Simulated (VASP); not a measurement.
Input of a VASP 6.6.1 run:

Contents of INCAR:

```
PREC = Accurate
ENCUT = 520
EDIFF = 1E-6
ISMEAR = 0
SIGMA = 0.05
LREAL = F
LASPH = T
NELM = 60
ALGO = Normal
ISIF = 2
LWAVE = F
LCHARG = T
GGA = PE
LELF = T
LVHAR = T
NBANDS = 36
```

KPOINTS

```
regular mesh
0
Gamma
  10 10 2
```

The input POSCAR:

```
BN
1.0
    1.8130010000     -1.8130010000      0.0000000000
    1.8130010000      0.0000000000     -1.8130010000
    9.8500802114      9.8500802114      9.8500802114
B N
6 6
Direct
    0.6666666667      0.6666666667      0.0459903378
    0.0000000000      0.0000000000      0.6595220591
    0.3333333333      0.3333333333      0.1686966821
    0.6666666667      0.6666666667      0.4141093706
    0.0000000000      0.0000000000      0.2914030263
    0.3333333333      0.3333333333      0.5368157148
    0.6666666667      0.6666666667      0.3220796124
    1.0000000000      1.0000000000      0.1993732681
    0.3333333333      0.3333333333      0.4447859566
    0.6666666667      0.6666666667      0.6901986452
    0.0000000000      0.0000000000      0.5674923009
    0.3333333333      0.3333333333      0.0766669239
```

Potentials or basis: VASP PAW PBE potentials, release 64 (B, N).

Launch:

```bash
$ cat potpaw_PBE.64/B/POTCAR potpaw_PBE.64/N/POTCAR > POTCAR
$ mpirun -np 1 vasp_std > vasp.out
```

Task: Predict the band gap on the k mesh.

Result: Zero (bands 24 and 25 overlap by 0.39 eV).

Task: Predict the pressure.

Result: -2.5 GPa.

Task: Estimate the largest force.

Result: 3.286 eV/Å.

Forces on the atoms (eV/Å):
```
B    0.469  0.469  0.469
B    1.897  1.897  1.897
B    0.435  0.435  0.435
B    0.304  0.304  0.304
B    0.286  0.286  0.286
B    0.433  0.433  0.433
N   -0.288 -0.288 -0.288
N   -0.268 -0.268 -0.268
N   -0.336 -0.336 -0.336
N   -1.413 -1.413 -1.413
N   -0.737 -0.737 -0.737
N   -0.782 -0.782 -0.782
```

Caveat: the cell differs from its parent crystal (the distance across one plane changed); semilocal functionals underestimate gaps, and a narrow one can read as zero; forces of over 1 eV/Å act on the atoms, so gaps and moduli don't describe the material at rest.
